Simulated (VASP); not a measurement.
# Bi (Pm-3m) in VASP: single point with PBEsol+D4

Aim: the single point of Bi with PBEsol+D4.

Program: VASP 6.6.1. These are calculated values, not measurements. Logs are shortened: lines on timing, memory, paths and dates and some standing lists are left out, and cuts for length are marked.

## 1. The cell of the first run

It takes space group Pm-3m (No. 221, cubic). Conventional cell: a = 4.260 Å, b = 4.260 Å, c = 4.260 Å, α = 90.00°, β = 90.00°, γ = 90.00°. Bi (site symmetry m-3m) has 6 Bi at 4.26 Å within 5.6 Å.

## 2. Single point, PBEsol+D4

Contents of INCAR:

```
SYSTEM = Bi
PREC = Accurate ; ENCUT = 520
EDIFF = 1E-6 ; ISMEAR = -1
SIGMA = 0.1 ; LREAL = .False.
LASPH = .True. ; NELM = 100
ALGO = Normal ; ISIF = 2
LWAVE = .False. ; LCHARG = .False.
GGA = PS ; IVDW = 13
NBANDS = 14
```

Contents of KPOINTS:

```
Automatic mesh
0
Gamma
  6 6 6
  0 0 0
```

Contents of POSCAR:

```
Bi
1.0
    4.2598220000      0.0000000000      0.0000000000
    0.0000000000      4.2598220000      0.0000000000
    0.0000000000      0.0000000000      4.2598220000
Bi
1
Direct
    0.5000000000      0.5000000000      0.5000000000
```

Potentials or basis: VASP PAW PBE potentials, release 64 (Bi_d).

The run is started by

```
> cat potpaw_PBE.64/Bi_d/POTCAR > POTCAR
> mpirun -np 1 vasp_std > vasp.out
```

OUTCAR:

```text
SYSTEM = Bi
   PREC = Accurate
   ENCUT = 520
   EDIFF = 1E-6
   ISMEAR = -1
   LREAL = .False.
   LASPH = .True.
   NELM = 100
   ISIF = 2
   GGA = PS
   IVDW = 13

 ion  position               nearest neighbor table
   1  0.500  0.500  0.500-

  LATTYP: Found a simple cubic cell.
 ALAT       =     4.2598220000

  Lattice vectors:

 A1 = (   4.2598220000,   0.0000000000,   0.0000000000)
 A2 = (   0.0000000000,   4.2598220000,   0.0000000000)
 A3 = (   0.0000000000,   0.0000000000,   4.2598220000)

Analysis of symmetry for initial positions (statically):
=====================================================================
 Subroutine PRICEL returns:
 Original cell was already a primitive cell.

 Routine SETGRP: Setting up the symmetry group for a
 simple cubic supercell.

 Subroutine GETGRP returns: Found 48 space group operations
[... 9 lines left out ...]

 Routine SETGRP: Setting up the symmetry group for a
 simple cubic supercell.

 Subroutine GETGRP returns: Found 48 space group operations
[... 11 lines left out ...]
                                     Primitive cell

  volume of cell :      77.2991

  direct lattice vectors                    reciprocal lattice vectors
     4.259822000  0.000000000  0.000000000     0.234751593  0.000000000  0.000000000
     0.000000000  4.259822000  0.000000000     0.000000000  0.234751593  0.000000000
     0.000000000  0.000000000  4.259822000     0.000000000  0.000000000  0.234751593

  length of vectors
     4.259822000  4.259822000  4.259822000     0.234751593  0.234751593  0.234751593

  position of ions in fractional coordinates (direct lattice)
     0.500000000  0.500000000  0.500000000

  ion indices of the primitive-cell ions
   primitive index   ion index
                 1           1

----------------------------------------------------------------------------------------

 KPOINTS: Automatic mesh

Automatic generation of k-mesh.
 Grid dimensions read from file:
 generate k-points for:    6    6    6

 Generating k-lattice:

  Cartesian coordinates                     Fractional coordinates (reciprocal lattice)
     0.039125265  0.000000000  0.000000000     0.166666667  0.000000000  0.000000000
     0.000000000  0.039125265  0.000000000     0.000000000  0.166666667  0.000000000
     0.000000000  0.000000000  0.039125265     0.000000000  0.000000000  0.166666667

  Length of vectors
     0.039125265  0.039125265  0.039125265

  Shift w.r.t. Gamma in fractional coordinates (k-lattice)
     0.000000000  0.000000000  0.000000000

 Subroutine IBZKPT returns following result:
 ===========================================

 Found     20 irreducible k-points:

 Following reciprocal coordinates:
            Coordinates               Weight
  0.000000  0.000000  0.000000      1.000000
  0.166667  0.000000  0.000000      6.000000
  0.333333  0.000000  0.000000      6.000000
  0.500000  0.000000  0.000000      3.000000
  0.166667  0.166667  0.000000     12.000000
  0.333333  0.166667  0.000000     24.000000
[... 12 lines left out ...]
  0.500000  0.500000  0.333333      6.000000
  0.500000  0.500000  0.500000      1.000000
   k-points           NKPTS =     20   k-points in BZ     NKDIM =     20   number of bands    NBANDS=     14
   number of dos      NEDOS =    301   number of ions     NIONS =      1
   total plane-waves  NPLWV =  32768
   dimension x,y,z NGX =    32 NGY =   32 NGZ =   32
   dimension x,y,z NGXF=    64 NGYF=   64 NGZF=   64
   ions per type =               1
   NGX,Y,Z   is equivalent  to a cutoff of  12.49, 12.49, 12.49 a.u.
   NGXF,Y,Z  is equivalent  to a cutoff of  24.98, 24.98, 24.98 a.u.
 SYSTEM =  Bi
   PREC   = accura    normal or accurate (medium, high low for compatibility)
   ISTART =      0    job   : 0-new  1-cont  2-samecut
   ICHARG =      2    charge: 1-file 2-atom 10-const
   ISPIN  =      1    spin polarized calculation?
   LNONCOLLINEAR =      F non collinear calculations
   LSORBIT =      F    spin-orbit coupling
   LASPH  =      T    aspherical Exc in radial PAW
   ENCUT  =  520.0 eV  38.22 Ry    6.18 a.u.   7.92  7.92  7.92*2*pi/ulx,y,z
   NELM   =    100;   NELMIN=  2; NELMDL= -5     # of ELM steps
   EDIFF  = 0.1E-05   stopping-criterion for ELM
   LREAL  =      F    real-space projection
   EDIFFG = 0.1E-04   stopping-criterion for IOM
   NSW    =      0    number of steps for IOM
   IBRION =     -1    ionic relax: 0-MD 1-quasi-New 2-CG
   NFREE  =      0    steps in history (QN), initial steepest desc. (CG)
   ISIF   =      2    stress and relaxation
   ISYM   =      2    0-nonsym 1-usesym 2-fastsym
   POTIM  = 0.5000    time-step for ionic-motion
   TEBEG  =    0.0;   TEEND  =   0.0 temperature during run
   PSTRESS=    0.0 pullay stress
   NELECT =      15.0000    total number of electrons
   NUPDOWN=      -1.0000    fix difference up-down
   EMIN   =  10.00;   EMAX   =-10.00  energy-range for DOS
   EFERMI =   0.00;   METHOD = LEGACY
   ISMEAR =    -1;   SIGMA  =   0.10  broadening in eV -4-tet -1-fermi 0-gaus
   EFERMI_NEDOS =   21; number of points for ismear=-14 and -15
   IALGO  =     38    algorithm
   IMIX   =      4    mixing-type and parameters
     AMIX     =   0.40;   BMIX     =  1.00
     AMIX_MAG =   1.60;   BMIX_MAG =  1.00
  volume/ion in A,a.u.               =      77.30       521.64
  Fermi-wavevector in a.u.,A,eV,Ry     =   0.947794  1.791070 12.222288  0.898313
  Thomas-Fermi vector in A             =   2.075921
   LORBIT       =      0    0 simple, 1 ext, 2 COOP (PROOUT), +10 PAW based schemes
   GGA     = PS    functional components
   LHFCALC =     F    Hartree Fock is set to
   AEXX    =    0.0000 exact exchange contribution
   IVDW    =    13    specifies the selected vdW correction
   LEPSILON=     F    determine dielectric tensor
   LRPA    =     F    only Hartree local field effects (RPA)
 non-spin polarized calculation
  energy-cutoff  :      520.00
  volume of cell :       77.30
 maximum number of plane-waves:      2103
 NGX is ok and might be reduce to    32
   NGX = 15   NGY = 15   NGZ = 15

 number of electron      15.0000014 magnetization

 Free energy of the ion-electron system (eV)
  ---------------------------------------------------
  ext. energy  EPLUGINS =         0.00000000
  ---------------------------------------------------
  free energy    TOTEN  =        -2.44492073 eV

  energy without entropy =       -2.40931813  energy(sigma->0) =       -2.42711943

 E-fermi :   0.0450     XC(G=0):  -6.5787

 val. band max:        0.0023309262   @ k =   0.5000   0.5000   0.3333
 cond. band min:       0.1422813345   @ k =   0.1667   0.1667   0.0000
 fundamental gap:      0.1399504083
 Fermi energy:         0.0449669958

 k-point     1 :       0.0000    0.0000    0.0000
  band No.  band energies     occupation
      1     -22.6140      2.00000
      2     -22.6140      2.00000
      3     -22.6042      2.00000
      4     -22.6042      2.00000
      5     -22.6042      2.00000
      6     -10.3606      2.00000
      7       1.2717      0.00001
      8       1.2717      0.00001
      9       1.2717      0.00001
     10       3.4138      0.00000
     11       6.3101      0.00000
     12       6.3101      0.00000
     13      12.1668      0.00000
     14      12.1668      0.00000

 k-point     2 :       0.1667    0.0000    0.0000
  band No.  band energies     occupation
      1     -22.6139      2.00000
      2     -22.6101      2.00000
      3     -22.6051      2.00000
      4     -22.6051      2.00000
      5     -22.6041      2.00000
      6     -10.2908      2.00000
      7       0.1660      0.45938
      8       1.3677      0.00000
      9       1.3677      0.00000
     10       4.1240      0.00000
     11       6.4906      0.00000
     12       7.3669      0.00000
     13      10.6923      0.00000
     14      10.9062      0.00000

 k-point     3 :       0.3333    0.0000    0.0000
  band No.  band energies     occupation
      1     -22.6137      2.00000
      2     -22.6069      2.00000
      3     -22.6069      2.00000
      4     -22.6040      2.00000
      5     -22.6022      2.00000
      6     -10.1413      2.00000
      7      -1.1379      1.99999
      8       1.5763      0.00000
      9       1.5763      0.00000
     10       4.9372      0.00000
     11       6.9815      0.00000
     12       8.0700      0.00000
     13       9.5225      0.00000
     14       9.5225      0.00000

 k-point     4 :       0.5000    0.0000    0.0000
  band No.  band energies     occupation
      1     -22.6136      2.00000
      2     -22.6079      2.00000
      3     -22.6079      2.00000
      4     -22.6039      2.00000
      5     -22.5983      2.00000
      6     -10.0610      2.00000
      7      -1.6393      2.00000
      8       1.6907      0.00000
      9       1.6907      0.00000
     10       5.4719      0.00000
     11       7.3368      0.00000
     12       7.3873      0.00000
     13       8.9990      0.00000
     14       8.9990      0.00000

 k-point     5 :       0.1667    0.1667    0.0000
  band No.  band energies     occupation
      1     -22.6119      2.00000
      2     -22.6081      2.00000
      3     -22.6061      2.00000
      4     -22.6050      2.00000
      5     -22.6050      2.00000
      6     -10.2217      2.00000
      7       0.1423      0.54851
      8       0.4565      0.03211
      9       1.4622      0.00000
     10       4.8384      0.00000
     11       7.1057      0.00000
[... 208 lines left out ...]
 k-point    18 :       0.5000    0.3333    0.3333
  band No.  band energies     occupation
      1     -22.6107      2.00000
      2     -22.6107      2.00000
      3     -22.6096      2.00000
      4     -22.5958      2.00000
      5     -22.5919      2.00000
      6      -9.6544      2.00000
      7      -0.7964      1.99956
      8      -0.2128      1.85877
      9      -0.0806      1.55659
     10       5.1227      0.00000
     11       5.7918      0.00000
     12       6.5072      0.00000
     13       8.7950      0.00000
     14      11.6156      0.00000

 k-point    19 :       0.5000    0.5000    0.3333
  band No.  band energies     occupation
      1     -22.6117      2.00000
      2     -22.6106      2.00000
      3     -22.6106      2.00000
      4     -22.5938      2.00000
      5     -22.5899      2.00000
      6      -9.5819      2.00000
      7      -0.6325      1.99772
      8      -0.6325      1.99772
      9       0.0023      1.21001
     10       4.8150      0.00000
     11       5.9506      0.00000
     12       5.9506      0.00000
     13       7.9090      0.00000
     14      12.0603      0.00000

 k-point    20 :       0.5000    0.5000    0.5000
  band No.  band energies     occupation
      1     -22.6115      2.00000
      2     -22.6115      2.00000
      3     -22.6115      2.00000
      4     -22.5898      2.00000
      5     -22.5898      2.00000
      6      -9.5106      2.00000
      7      -0.4784      1.98938
      8      -0.4784      1.98938
      9      -0.4784      1.98938
     10       5.3643      0.00000
     11       5.3643      0.00000
     12       5.3643      0.00000
     13       6.9181      0.00000
     14      14.6329      0.00000

------------------------ aborting loop because EDIFF is reached ----------------------------------------

  DFT-D4 for vdW energy calculation

  Edisp (eV):   -0.15607

  FORCE on cell =-STRESS in cart. coord.  units (eV):
  Direction    XX          YY          ZZ          XY          YZ          ZX
  --------------------------------------------------------------------------------------
  -------------------------------------------------------------------------------------
  Total      -3.06422    -3.06422    -3.06422     0.00000     0.00000    -0.00000
  in kB     -63.51215   -63.51215   -63.51215     0.00000     0.00000    -0.00000
  external pressure =      -63.51 kB  Pullay stress =        0.00 kB

 VOLUME and BASIS-vectors are now :
 -----------------------------------------------------------------------------
  energy-cutoff  :      520.00
  volume of cell :       77.30
      direct lattice vectors                 reciprocal lattice vectors
     4.259822000  0.000000000  0.000000000     0.234751593  0.000000000  0.000000000
     0.000000000  4.259822000  0.000000000     0.000000000  0.234751593  0.000000000
     0.000000000  0.000000000  4.259822000     0.000000000  0.000000000  0.234751593

 POSITION                                       TOTAL-FORCE (eV/Angst)
 -----------------------------------------------------------------------------------
      2.12991      2.12991      2.12991         0.000000      0.000000      0.000000
 -----------------------------------------------------------------------------------
    total drift:                                0.000000      0.000000     -0.000000

  FREE ENERGIE OF THE ION-ELECTRON SYSTEM (eV)
  ---------------------------------------------------
  free  energy   TOTEN  =        -2.6009909673 eV

  energy  without entropy=       -2.5653883623  energy(sigma->0) =       -2.58318966
```

It took 20 s on 1 thread of AMD EPYC 7R43 (Zen 3), shared host; peak memory 0.14 GiB.

What came out:

* Free energy: -2.6010 eV
* Pressure: -6.4 GPa
* Dispersion energy per atom: -0.156 eV

Levels at points of the mesh, in eV from the Fermi level:
```tsv
k point	band 4	band 5	band 6	band 7	band 8	band 9	band 10	band 11
(0.00, 0.00, 0.00)	-22.65	-22.65	-10.41	1.23	1.23	1.23	3.37	6.27
(0.50, 0.00, 0.00)	-22.65	-22.64	-10.11	-1.68	1.65	1.65	5.43	7.29
(0.50, 0.50, 0.00)	-22.65	-22.64	-9.82	-1.06	-1.06	2.03	3.99	7.43
(0.50, 0.50, 0.50)	-22.63	-22.63	-9.56	-0.52	-0.52	-0.52	5.32	5.32
```

Caveat: the PAW data sets were made with another functional, which shifts forces and pressure a little; spin-orbit coupling is left out, which moves the levels of the heavy elements; pairwise dispersion overbinds metals, which lowers pressure and volume.
